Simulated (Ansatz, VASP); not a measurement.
# One calculation of B, two programs

```
CELL_PARAMETERS angstrom
0.00000 2.09410 2.09410
2.09410 0.00000 2.09410
2.09410 2.09410 0.00000
ATOMIC_POSITIONS crystal
B 0.12500 0.12500 0.12500
B 0.87500 0.87500 0.87500
```

Alike in both runs: task single point; functional PBEsol; k mesh 15 × 15 × 15; occupations fermi-dirac, width 0.1 eV; no spin polarisation.

|  | VASP | Ansatz |
| --- | --- | --- |
| version | VASP 6.6.1 | Ansatz 0.2.0 |
| potentials or method | VASP PAW PBE potentials, release 64 (B), cutoff 520 eV | plane waves (420 eV) with PAW, scalar-relativistic |
| valence electrons in the cell | 6 | 6 |

Ansatz gave:

* pressure (GPa): -17.0

Which values does VASP return?

Pressure (GPa): -16.9.

VASP's potentials were made for PBE, not for PBEsol, and Ansatz warns of the same on its side.
